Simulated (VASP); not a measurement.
Set up this calculation in VASP 6.6.1, as the native input.

- Task: single point
- Functional: PBEsol
- Potentials or basis: VASP PAW PBE potentials, release 64 (Tl_d)
- Cutoff: 520 eV
- k mesh: 14 × 14 × 14
- Occupations: gaussian, width 0.1 eV
- Spin: no spin polarisation
- Dipole correction: no
- Further INCAR settings: ALGO = Normal; EDIFF = 1e-06; NBANDS = 12

The structure of Tl lies in POSCAR:

```
Tl
1.0
    0.0000000000      2.3739027636      2.3739027636
    2.3739027636      0.0000000000      2.3739027636
    2.3739027636      2.3739027636      0.0000000000
Tl
1
Direct
    0.0000000000      0.0000000000      0.0000000000
```

This cell differs from its parent crystal: strained.

One way to write it, as run:

INCAR

```
PREC = Accurate
ENCUT = 520
EDIFF = 1E-6
ISMEAR = 0
SIGMA = 0.1
LREAL = F
LASPH = T
NELM = 60
ALGO = Normal
ISIF = 2
LWAVE = F
LCHARG = F
GGA = PS
NBANDS = 12
```

KPOINTS

```
Automatic mesh
0
Gamma
  14 14 14
```

Potentials or basis: VASP PAW PBE potentials, release 64 (Tl_d).

Command:

```bash
$ cat potpaw_PBE.64/Tl_d/POTCAR > POTCAR
$ mpirun -np 1 vasp_std > vasp.out
```

It gave:

- Pressure: 2.5 GPa

Caveat: the cell differs from its parent crystal (strained); the PAW data sets were made with another functional, which shifts forces and pressure a little.

Wall time 29 s on 1 thread of Intel(R) Xeon(R) 6975P-C (Granite Rapids), with other jobs on the host, peak memory 0.17 GiB.
